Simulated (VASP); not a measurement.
Set up this calculation in VASP 6.6.1, as the native input.

* Task: single point
* Functional: r2SCAN
* Potentials or basis: VASP PAW PBE potentials, release 64 (Zr_sv, S)
* Cutoff: 550 eV
* k mesh: 6 × 6 × 4
* Occupations: gaussian, width 0.01 eV
* Spin: no spin polarisation
* Dipole correction: no
* Further INCAR settings: ALGO = Normal; EDIFF = 1e-06; NBANDS = 19

Crystal: ZrS2.

```
Zr S
1.0
     3.67440    0.00000    0.00000
    -1.83720    3.18212    0.00000
     0.00000    0.00000    5.85686
Zr S
1 2
Direct
  0.00000 0.00000 0.00000
  0.33333 0.66667 0.24623
  0.66667 0.33333 0.75377
```

One way to write it, as run:

POSCAR

```
ZrS2
1.0
    3.6743990828      0.0000000000      0.0000000000
   -1.8371995414      3.1821229494      0.0000000000
    0.0000000000      0.0000000000      5.8568562426
Zr S
1 2
Direct
    0.0000000000      0.0000000000      0.0000000000
    0.3333333333      0.6666666667      0.2462324613
    0.6666666667      0.3333333333      0.7537675387
```

INCAR.step1

```
SYSTEM = ZrS2
PREC = Accurate
ENCUT = 550
ISMEAR = 0
SIGMA = 0.01
LREAL = .FALSE.
LASPH = .TRUE.
NELM = 120
NBANDS = 19
GGA = PE
ALGO = Normal
EDIFF = 1E-5
LWAVE = .TRUE.
LCHARG = .FALSE.
GGA_COMPAT = .FALSE.
```

INCAR.step2

```
SYSTEM = ZrS2
PREC = Accurate
ENCUT = 550
EDIFF = 1E-6
ISMEAR = 0
SIGMA = 0.01
LREAL = .FALSE.
LASPH = .TRUE.
NELM = 120
ALGO = Normal
ISIF = 2
LWAVE = .FALSE.
LCHARG = .FALSE.
METAGGA = R2SCAN
LMIXTAU = .TRUE.
NBANDS = 19
ISTART = 1
GGA_COMPAT = .FALSE.
```

KPOINTS

```
regular mesh
0
G
  6 6 4
  0 0 0
```

Potentials or basis: VASP PAW PBE potentials, release 64 (Zr_sv, S).

Run with:

```sh
$ cat potpaw_PBE.64/Zr_sv/POTCAR potpaw_PBE.64/S/POTCAR > POTCAR
$ cp INCAR.step1 INCAR
$ mpirun -np 1 vasp_std > vasp.out
$ cp INCAR.step2 INCAR
$ mpirun -np 1 vasp_std > vasp.out
```

Results of the run:

```json
{"Pressure": "0.9 GPa", "Largest force": "0.041 eV/Å", "Band gap on the k mesh": "1.19 eV, indirect (least direct gap 1.81 eV)"}
```

Caveat: the PAW data sets were made with another functional, which shifts forces and pressure a little.

It took 76 s on 1 thread of Intel(R) Xeon(R) Platinum 8488C (Sapphire Rapids), on a shared host, peak memory 0.21 GiB.
